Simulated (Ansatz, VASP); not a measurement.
**One calculation of C, two programs**

```xyz
2
Lattice="-0.0130 1.7849 1.7849 1.7849 -0.0130 1.7849 1.7849 1.7849 -0.0130" Properties=species:S:1:pos:R:3 pbc="T T T"
C    -0.0002   -0.0002   -0.0002
C     0.8894    0.8894    0.8894
```

Change from the starting cell: epitaxial_111 strain +1.0%.

Alike in both runs: task single point; functional HSE06; k mesh 8 × 8 × 8; no spin polarisation.

|  | VASP | Ansatz |
| --- | --- | --- |
| version | VASP 6.6.1 | Ansatz 0.2.0 |
| potentials or method | VASP PAW PBE potentials, release 64 (C) | plane waves, PAW |
| plane-wave cutoff (eV) | 520 | 420 |
| occupations | gaussian, width 0.01 eV | fixed |
| valence electrons in the cell | 8 | 8 |

```csv
,VASP,Ansatz,Ansatz less VASP
gap on the k mesh at the Fermi level (eV),5.24,5.25,+0.008
pressure (GPa),-13.1,-13.9,-0.81
"traceless stress, the component that is largest in VASP (GPa)",4.16,4.14,-0.028
rms of the force components (eV/Å),0.010,0.008,-0.0023
```

Atom by atom the forces differ by 0.002 eV/Å (rms over components). Ansatz's warnings: stress exchange threshold loose, stress scf threshold loose.
